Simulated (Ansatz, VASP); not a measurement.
# W: VASP beside Ansatz

The input POSCAR:

```
W
1.0
    0.0000000000     -2.0300000000     -2.0300000000
    0.0000000000      2.0300000000     -2.0300000000
    4.0600000000      0.0000000000      0.0000000000
W
2
Direct
    0.5000000000      0.5000000000      0.5184729064
    0.0000000000      0.0000000000     -0.0184729064
```

The input INCAR.step1:

```
  PREC = Accurate
  ENCUT = 550
  ISMEAR = 0
  SIGMA = 0.15
  LREAL = False
  LASPH = True
  NELM = 120
  NBANDS = 21
  GGA = PE
  ALGO = Normal
  EDIFF = 1E-5
  LWAVE = True
  LCHARG = False
  GGA_COMPAT = False
```

The input INCAR.step2:

```
  PREC = Accurate
  ENCUT = 550
  EDIFF = 1E-6
  ISMEAR = 0
  SIGMA = 0.15
  LREAL = False
  LASPH = True
  NELM = 120
  ALGO = Normal
  ISIF = 2
  LWAVE = False
  LCHARG = True
  METAGGA = R2SCAN
  LMIXTAU = True
  LELF = True
  LVHAR = True
  NBANDS = 21
  ISTART = 1
  GGA_COMPAT = False
```

The input KPOINTS:

```
Automatic mesh
0
Gamma
  16 16 12
```

Input for Ansatz:

```yaml
crystal:
  lattice:
    - [0.0, -2.03, -2.03]
    - [0.0, 2.03, -2.03]
    - [4.06, 0.0, 0.0]
  atoms:
    - { symbol: W, position: [0.5, 0.5, 0.5184729064] }
    - { symbol: W, position: [0.0, 0.0, -0.0184729064] }
basis:
  ecutwfc: 500
kpoints:
  mp_grid: { grid: [16, 16, 12] }
hamiltonian:
  xc: r2scan
scf:
  occupations: { method: gaussian, width: 0.15 }
output:
  forces: true
  stress: true
  eigenvalues: true
```

Change from the starting cell: mode 6 (205.5 1/cm) frozen in, largest displacement +0.075 Å.

Alike in both runs: task single point; functional r2SCAN; k mesh 16 × 16 × 12; occupations gaussian, width 0.15 eV; no spin polarisation.

|  | VASP | Ansatz |
| --- | --- | --- |
| version | VASP 6.6.1 | Ansatz 0.2.0 |
| potentials or method | VASP PAW PBE potentials, release 64 (W_sv), cutoff 550 eV | scalar-relativistic, plane waves, PAW |
| valence electrons in the cell | 28 | 28 |

VASP gave:

* gap on the k mesh at the Fermi level (eV): none
* pressure (GPa): -5.3
* traceless stress, the component that is largest in VASP (GPa): -7.29
* rms of the force components (eV/Å): 1.109

Question: Which values does Ansatz return?

Answer: gap on the k mesh at the Fermi level (eV): none; pressure (GPa): -6.2; traceless stress, the component that is largest in VASP (GPa): -7.22; rms of the force components (eV/Å): 1.096.

VASP's potentials were made for PBE, not for r2SCAN. Atom by atom the forces differ by 0.012 eV/Å (rms over components). A gap of «none» marks a metal or a gap that the smearing closes.

Neither program's run includes spin-orbit coupling.
